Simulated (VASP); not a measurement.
# KTaO3 (Pm-3m) in VASP: further runs

Runs on KTaO3. Level: HSE06. Tasks: single point.

Everything below comes from runs of VASP 6.6.1. Logs are shortened: lines on timing, memory, paths and dates and some standing lists are left out, and cuts for length are marked.

## 1. The cell of the first run

Symmetry: Pm-3m, No. 221, cubic system. Conventional cell: a = 3.950 Å, b = 3.950 Å, c = 3.950 Å, α = 90.00°, β = 90.00°, γ = 90.00°. K (site symmetry m-3m) has 12 O at 2.79 Å and 8 Ta at 3.42 Å within 3.7 Å. Ta (site symmetry m-3m) has 6 O at 1.98 Å within 2.6 Å. Within 2.6 Å of O (site symmetry 4/mmm) lie 2 Ta at 1.98 Å.

## 2. Single point, HSE06 (strain -1.0%)

POSCAR

```
KTaO3
1.0
    3.9502297920      0.0000000000      0.0000000000
    0.0000000000      3.9502297920      0.0000000000
    0.0000000000      0.0000000000      3.9502297920
K Ta O
1 1 3
Direct
    0.0000000000      0.0000000000      0.0000000000
    0.5000000000      0.5000000000      0.5000000000
    0.5000000000      0.5000000000      0.0000000000
    0.5000000000      0.0000000000      0.5000000000
    0.0000000000      0.5000000000      0.5000000000
```

INCAR.step1

```
SYSTEM = KTaO3
ALGO = Normal
EDIFF = 1E-5
ENCUT = 520
GGA = PE
ISIF = 2
ISMEAR = 0
LASPH = .TRUE.
LCHARG = .FALSE.
LREAL = .FALSE.
LUSENCCL = .FALSE.
LWAVE = .TRUE.
NBANDS = 27
NELM = 80
PREC = Accurate
SIGMA = 0.01
```

INCAR.step2

```
SYSTEM = KTaO3
ALGO = Normal
EDIFF = 1E-7
ENCUT = 520
GGA = PE
HFSCREEN = 0.2079
ISIF = 2
ISMEAR = 0
ISTART = 1
LASPH = .TRUE.
LCHARG = .FALSE.
LHFCALC = .TRUE.
LREAL = .FALSE.
LUSENCCL = .FALSE.
LWAVE = .FALSE.
NBANDS = 27
NELM = 80
PREC = Accurate
PRECFOCK = Fast
SIGMA = 0.01
```

KPOINTS

```
k-points
0
G
  4 4 4
  0 0 0
```

Potentials or basis: VASP PAW PBE potentials, release 64 (K_sv, Ta_pv, O).

Run with:

```console
cat potpaw_PBE.64/K_sv/POTCAR potpaw_PBE.64/Ta_pv/POTCAR potpaw_PBE.64/O/POTCAR > POTCAR
cp INCAR.step1 INCAR
mpirun -np 1 vasp_std > vasp.out
cp INCAR.step2 INCAR
mpirun -np 1 vasp_std > vasp.out
```

OUTCAR:

```text
SYSTEM = KTaO3
   EDIFF = 1E-7
   ENCUT = 520
   GGA = PE
   HFSCREEN = 0.2079
   ISIF = 2
   ISMEAR = 0
   ISTART = 1
   LASPH = .TRUE.
   LHFCALC = .TRUE.
   LREAL = .FALSE.
   NELM = 80
   PREC = Accurate
   PRECFOCK = Fast

 ion  position               nearest neighbor table
   1  0.000  0.000  0.000-   3 2.79   4 2.79   5 2.79   4 2.79   5 2.79   3 2.79   5 2.79   5 2.79
                             3 2.79   4 2.79   4 2.79   3 2.79   2 3.42   2 3.42   2 3.42   2 3.42
   2  0.500  0.500  0.500-   3 1.98   4 1.98   5 1.98   3 1.98   4 1.98   5 1.98   1 3.42   1 3.42
                             1 3.42   1 3.42   1 3.42   1 3.42   1 3.42   1 3.42
   3  0.500  0.500  0.000-   2 1.98   2 1.98   1 2.79   1 2.79   1 2.79   1 2.79
   4  0.500  0.000  0.500-   2 1.98   2 1.98   1 2.79   1 2.79   1 2.79   1 2.79
   5  0.000  0.500  0.500-   2 1.98   2 1.98   1 2.79   1 2.79   1 2.79   1 2.79

  LATTYP: Found a simple cubic cell.
 ALAT       =     3.9502297920

  Lattice vectors:

 A1 = (   3.9502297920,   0.0000000000,   0.0000000000)
 A2 = (   0.0000000000,   3.9502297920,   0.0000000000)
 A3 = (   0.0000000000,   0.0000000000,   3.9502297920)

Analysis of symmetry for initial positions (statically):
=====================================================================
 Subroutine PRICEL returns:
 Original cell was already a primitive cell.

 Routine SETGRP: Setting up the symmetry group for a
 simple cubic supercell.

 Subroutine GETGRP returns: Found 48 space group operations
 (whereof 48 operations were pure point group operations)
 out of a pool of 48 trial point group operations.

The static configuration has the point symmetry O_h .

Analysis of symmetry for dynamics (positions and initial velocities):
=====================================================================
 Subroutine PRICEL returns:
 Original cell was already a primitive cell.

 Routine SETGRP: Setting up the symmetry group for a
 simple cubic supercell.

 Subroutine GETGRP returns: Found 48 space group operations
 (whereof 48 operations were pure point group operations)
 out of a pool of 48 trial point group operations.

The dynamic configuration has the point symmetry O_h .

 Subroutine INISYM returns: Found 48 space group operations
 (whereof 48 operations are pure point group operations),
 and found     1 'primitive' translations

----------------------------------------------------------------------------------------

                                     Primitive cell

  volume of cell :      61.6406

  direct lattice vectors                    reciprocal lattice vectors
     3.950229792  0.000000000  0.000000000     0.253149830  0.000000000  0.000000000
     0.000000000  3.950229792  0.000000000     0.000000000  0.253149830  0.000000000
     0.000000000  0.000000000  3.950229792     0.000000000  0.000000000  0.253149830

  length of vectors
     3.950229792  3.950229792  3.950229792     0.253149830  0.253149830  0.253149830

  position of ions in fractional coordinates (direct lattice)
     0.000000000  0.000000000  0.000000000
     0.500000000  0.500000000  0.500000000
     0.500000000  0.500000000  0.000000000
     0.500000000  0.000000000  0.500000000
     0.000000000  0.500000000  0.500000000

  ion indices of the primitive-cell ions
   primitive index   ion index
                 1           1
                 2           2
                 3           3
                 4           4
                 5           5

----------------------------------------------------------------------------------------

 KPOINTS: k-points

Automatic generation of k-mesh.
 Grid dimensions read from file:
 generate k-points for:    4    4    4

 Generating k-lattice:

  Cartesian coordinates                     Fractional coordinates (reciprocal lattice)
     0.063287457  0.000000000  0.000000000     0.250000000  0.000000000  0.000000000
     0.000000000  0.063287457  0.000000000     0.000000000  0.250000000  0.000000000
     0.000000000  0.000000000  0.063287457     0.000000000  0.000000000  0.250000000

  Length of vectors
     0.063287457  0.063287457  0.063287457

  Shift w.r.t. Gamma in fractional coordinates (k-lattice)
     0.000000000  0.000000000  0.000000000

 Subroutine IBZKPT returns following result:
 ===========================================

 Found     10 irreducible k-points:

 Following reciprocal coordinates:
            Coordinates               Weight
  0.000000  0.000000  0.000000      1.000000
  0.250000  0.000000  0.000000      6.000000
  0.500000  0.000000  0.000000      3.000000
  0.250000  0.250000  0.000000     12.000000
  0.500000  0.250000  0.000000     12.000000
  0.500000  0.500000  0.000000      3.000000
  0.250000  0.250000  0.250000      8.000000
  0.500000  0.250000  0.250000     12.000000
  0.500000  0.500000  0.250000      6.000000
  0.500000  0.500000  0.500000      1.000000
   k-points           NKPTS =     10   k-points in BZ     NKDIM =     64   number of bands    NBANDS=     27
   number of dos      NEDOS =    301   number of ions     NIONS =      5
   total plane-waves  NPLWV =  27000
   dimension x,y,z NGX =    30 NGY =   30 NGZ =   30
   dimension x,y,z NGXF=    60 NGYF=   60 NGZF=   60
   ions per type =               1   1   3
   NGX,Y,Z   is equivalent  to a cutoff of  12.63, 12.63, 12.63 a.u.
   NGXF,Y,Z  is equivalent  to a cutoff of  25.25, 25.25, 25.25 a.u.
 SYSTEM =  KTaO3
   PREC   = accura    normal or accurate (medium, high low for compatibility)
   ISTART =      1    job   : 0-new  1-cont  2-samecut
   ICHARG =      0    charge: 1-file 2-atom 10-const
   ISPIN  =      1    spin polarized calculation?
   LNONCOLLINEAR =      F non collinear calculations
   LSORBIT =      F    spin-orbit coupling
   LASPH  =      T    aspherical Exc in radial PAW
   ENCUT  =  520.0 eV  38.22 Ry    6.18 a.u.   7.34  7.34  7.34*2*pi/ulx,y,z
   NELM   =     80;   NELMIN=  2; NELMDL=  0     # of ELM steps
   EDIFF  = 0.1E-06   stopping-criterion for ELM
   LREAL  =      F    real-space projection
   EDIFFG = 0.1E-05   stopping-criterion for IOM
   NSW    =      0    number of steps for IOM
   IBRION =     -1    ionic relax: 0-MD 1-quasi-New 2-CG
   NFREE  =      0    steps in history (QN), initial steepest desc. (CG)
   ISIF   =      2    stress and relaxation
   ISYM   =      3    0-nonsym 1-usesym 2-fastsym
   POTIM  = 0.5000    time-step for ionic-motion
   TEBEG  =    0.0;   TEEND  =   0.0 temperature during run
   PSTRESS=    0.0 pullay stress
   NELECT =      38.0000    total number of electrons
   NUPDOWN=      -1.0000    fix difference up-down
   EMIN   =  10.00;   EMAX   =-10.00  energy-range for DOS
   EFERMI =   0.00;   METHOD = LEGACY
   ISMEAR =     0;   SIGMA  =   0.01  broadening in eV -4-tet -1-fermi 0-gaus
   EFERMI_NEDOS =   21; number of points for ismear=-14 and -15
   IALGO  =     38    algorithm
   IMIX   =      1    mixing-type and parameters
     AMIX     =   0.40;   BMIX     =  1.00
     AMIX_MAG =   1.60;   BMIX_MAG =  1.00
  volume/ion in A,a.u.               =      12.33        83.19
  Fermi-wavevector in a.u.,A,eV,Ry     =   1.393308  2.632970 26.413072  1.941306
  Thomas-Fermi vector in A             =   2.516966
   LORBIT       =      0    0 simple, 1 ext, 2 COOP (PROOUT), +10 PAW based schemes
   GGA     = PE    functional components
   LHFCALC =     T    Hartree Fock is set to
   PRECFOCK=fast      Normal, Fast or Accurate (Low or Medium for compatibility)
   ENCUT4O =  -1.0   cutoff for four orbital integrals eV
   NKREDX  =     1    reduce k-point grid by
   NKREDY  =     1    reduce k-point grid by
   NKREDZ  =     1    reduce k-point grid by
   AEXX    =    0.2500 exact exchange contribution
   HFSCREEN=    0.2079 screening length (either q_TF or 0.3 A-1)
   HFSCREENC=   0.2079 screening length for correlation (either q_TF or 0.3 A-1)
   ENCUTFOCK=  -1.0 apply spherical cutoff to Coloumb kernel
   IVDW    =     0    specifies the selected vdW correction
   LEPSILON=     F    determine dielectric tensor
   LRPA    =     F    only Hartree local field effects (RPA)
 non-spin polarized calculation
 Gauss-broadening in eV      SIGMA  =   0.01
  energy-cutoff  :      520.00
  volume of cell :       61.64
 maximum number of plane-waves:      1674
 NGX is ok and might be reduce to    30
  NGX = 16; NGY = 16; NGZ = 16

 number of electron      37.9999984 magnetization

 Free energy of the ion-electron system (eV)
  ---------------------------------------------------
  ext. energy  EPLUGINS =         0.00000000
  ---------------------------------------------------
  free energy    TOTEN  =       -49.32492515 eV

  energy without entropy =      -49.32492515  energy(sigma->0) =      -49.32492515

 E-fermi :   0.9464     XC(G=0):  -9.0513

 val. band max:        0.8974017622   @ k =   0.5000   0.5000   0.5000
 cond. band min:       4.4577035422   @ k =   0.0000   0.0000   0.0000
 fundamental gap:      3.5603017801
 Fermi energy:         0.9464448962

 k-point     1 :       0.0000    0.0000    0.0000
  band No.  band energies     occupation
      1     -35.0350      2.00000
      2     -35.0350      2.00000
      3     -35.0350      2.00000
      4     -28.3177      2.00000
      5     -18.4171      2.00000
      6     -17.6707      2.00000
[... 19 lines left out ...]
     26      10.7177      0.00000
     27      10.7177      0.00000

 k-point     2 :       0.2500    0.0000    0.0000
  band No.  band energies     occupation
      1     -35.0969      2.00000
      2     -35.0312      2.00000
      3     -35.0312      2.00000
      4     -28.2998      2.00000
      5     -18.3089      2.00000
      6     -17.6579      2.00000
[... 19 lines left out ...]
     26      11.5074      0.00000
     27      11.9765      0.00000

 k-point     3 :       0.5000    0.0000    0.0000
  band No.  band energies     occupation
      1     -35.1577      2.00000
      2     -35.0275      2.00000
      3     -35.0275      2.00000
      4     -28.2820      2.00000
      5     -18.3119      2.00000
      6     -17.6446      2.00000
[... 174 lines left out ...]
      1     -35.1449      2.00000
      2     -35.1449      2.00000
      3     -35.0809      2.00000
      4     -28.2564      2.00000
      5     -17.2815      2.00000
      6     -16.5762      2.00000
[... 19 lines left out ...]
     26      13.8817      0.00000
     27      14.0618      0.00000

 k-point    10 :       0.5000    0.5000    0.5000
  band No.  band energies     occupation
      1     -35.1409      2.00000
      2     -35.1409      2.00000
      3     -35.1409      2.00000
      4     -28.2470      2.00000
      5     -16.5299      2.00000
      6     -16.5299      2.00000
[... 19 lines left out ...]
     26      13.6531      0.00000
     27      15.3730      0.00000

------------------------ aborting loop because EDIFF is reached ----------------------------------------

  FORCE on cell =-STRESS in cart. coord.  units (eV):
  Direction    XX          YY          ZZ          XY          YZ          ZX
  --------------------------------------------------------------------------------------
  -------------------------------------------------------------------------------------
  Total        2.5251909      2.5251909      2.5251909     -0.0000000     -0.0000000     -0.0000000
  in kB       65.6353381     65.6353381     65.6353381     -0.0000000     -0.0000000     -0.0000000
  external PRESSURE =      65.6353381 kB  Pullay stress =       0.0000000 kB

 VOLUME and BASIS-vectors are now :
 -----------------------------------------------------------------------------
  energy-cutoff  :      520.00
  volume of cell :       61.64
      direct lattice vectors                 reciprocal lattice vectors
     3.950229792  0.000000000  0.000000000     0.253149830  0.000000000  0.000000000
     0.000000000  3.950229792  0.000000000     0.000000000  0.253149830  0.000000000
     0.000000000  0.000000000  3.950229792     0.000000000  0.000000000  0.253149830

 POSITION                                       TOTAL-FORCE (eV/Angst)
 -----------------------------------------------------------------------------------
      0.00000      0.00000      0.00000         0.000000      0.000000      0.000000
      1.97511      1.97511      1.97511         0.000000      0.000000      0.000000
      1.97511      1.97511      0.00000         0.000000      0.000000      0.000000
      1.97511      0.00000      1.97511         0.000000      0.000000      0.000000
      0.00000      1.97511      1.97511         0.000000      0.000000      0.000000
 -----------------------------------------------------------------------------------
    total drift:                                0.000001      0.000001      0.000000

  FREE ENERGIE OF THE ION-ELECTRON SYSTEM (eV)
  ---------------------------------------------------
  free  energy   TOTEN  =       -49.3249251517 eV

  energy  without entropy=      -49.3249251517  energy(sigma->0) =      -49.32492515
```

It took 11 min on 1 × NVIDIA H100 80GB with 1 thread of AMD EPYC 7R13 (Zen 3), shared host; peak memory 1.2 GiB.

Results:

- Free energy: -49.3249 eV
- Pressure: 6.6 GPa
- Band gap on the k mesh: 3.56 eV (least direct gap 4.21 eV)

Caveat: the cell differs from its parent crystal (strain -1.0%); the cell stands under pressure; the PAW data sets were made with another functional, which shifts forces and pressure a little; spin-orbit coupling is left out, which moves the levels of the heavy elements. A k mesh can miss the band edges.

[end of part 1 of 2]
